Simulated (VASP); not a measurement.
Here is a VASP 6.6.1 calculation.

INCAR

```
PREC = Accurate
ENCUT = 520
EDIFF = 1E-7
ISMEAR = 0
SIGMA = 0.05
LREAL = False
LASPH = True
NELM = 60
ALGO = Normal
ISIF = 2
LWAVE = False
LCHARG = True
GGA = PS
LELF = True
LVHAR = True
NBANDS = 28
```

Contents of KPOINTS:

```
Automatic mesh
0
Gamma
  8 8 8
```

POSCAR

```
SrTiO3
1.0
    3.8911201355      0.0000000000      0.0000000000
    0.0000000000      3.8911201355      0.0000000000
    0.0000000000      0.0000000000      3.8911201355
Sr Ti O
1 1 3
Direct
    0.0000000000     -0.0318015590     -0.0318015590
    0.5000000000      0.5000000000      0.5000000000
    0.0000000000      0.5000000000      0.5000000000
    0.5000000000      0.0000000000      0.5000000000
    0.5000000000      0.5000000000      0.0000000000
```

Potentials or basis: VASP PAW PBE potentials, release 64 (Sr_sv, Ti_sv, O).

Run with:

```console
$ cat potpaw_PBE.64/Sr_sv/POTCAR potpaw_PBE.64/Ti_sv/POTCAR potpaw_PBE.64/O/POTCAR > POTCAR
$ mpirun -np 1 vasp_std > vasp.out
```

(1) Estimate the largest force.

(2) Estimate the band gap on the k mesh.

(3) Predict the pressure.

Answers

(1) 0.706 eV/Å.

(2) 1.81 eV (least direct gap 2.15 eV).

(3) 1.5 GPa.

Caveat: the cell differs from its parent crystal (all Sr atoms moved +0.175 Å, as atom 1 towards its neighbour atom 3 (O) at 2.751 Å); the PAW data sets were made with another functional, which shifts forces and pressure a little.
